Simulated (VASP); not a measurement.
Set up this calculation in VASP 6.6.1, as the native input.

- Task: relaxation of cell and atoms
- Functional: LDA
- Potentials or basis: VASP PAW LDA potentials, release 64 (Ti_sv)
- Cutoff: 600 eV
- k mesh: 9 × 9 × 4
- Occupations: gaussian, width 0.1 eV
- Spin: no spin polarisation
- Dipole correction: no
- Further INCAR settings: ALGO = Normal; EDIFF = 1e-07; IBRION = 2; EDIFFG = -0.05; NSW = 100; ISIF = 3

The structure of Ti lies in POSCAR:

```
Ti
1.0
    2.9357319200      0.0000000000      0.0000000000
   -1.4678659600      2.5424184200      0.0000000000
    0.0000000000      0.0000000000      4.6408561500
Ti
2
Direct
    0.3333333300      0.6666666700      0.2500000000
    0.6666666700      0.3333333300      0.7500000000
```

One way to write it, as run:

INCAR

```
PREC = Accurate
ENCUT = 600
EDIFF = 1E-7
ISMEAR = 0
SIGMA = 0.1
LREAL = F
LASPH = T
NELM = 80
ALGO = Normal
ISIF = 3
LWAVE = F
LCHARG = F
IBRION = 2
NSW = 100
EDIFFG = -0.05
```

KPOINTS

```
Automatic mesh
0
Gamma
  9 9 4
```

Potentials or basis: VASP PAW LDA potentials, release 64 (Ti_sv).

Run with:

```bash
$ cat potpaw_LDA.64/Ti_sv/POTCAR > POTCAR
$ mpirun -np 1 vasp_std > vasp.out
```

Results of the run:

```yaml
Relaxed_volume: 16.09 Å³/atom
Relaxed_cell: a = 2.866 Å, b = 2.866 Å, c = 4.521 Å, α = 90.00°, β = 90.00°, γ = 120.00°
Space_group_after_relaxing_to_0.1_Å: P6_3/mmc (No. 194)
Energy_gained_by_relaxing: 34.1 meV/atom
Ionic_steps: 3
Pressure_after_relaxing: -0.1 GPa
Band_gap_on_the_k_mesh: zero (bands 12 and 13 overlap by 0.92 eV)
```

Wall time 26 s on 1 thread of Intel(R) Xeon(R) 6975P-C (Granite Rapids) (shared host), peak memory 0.16 GiB.
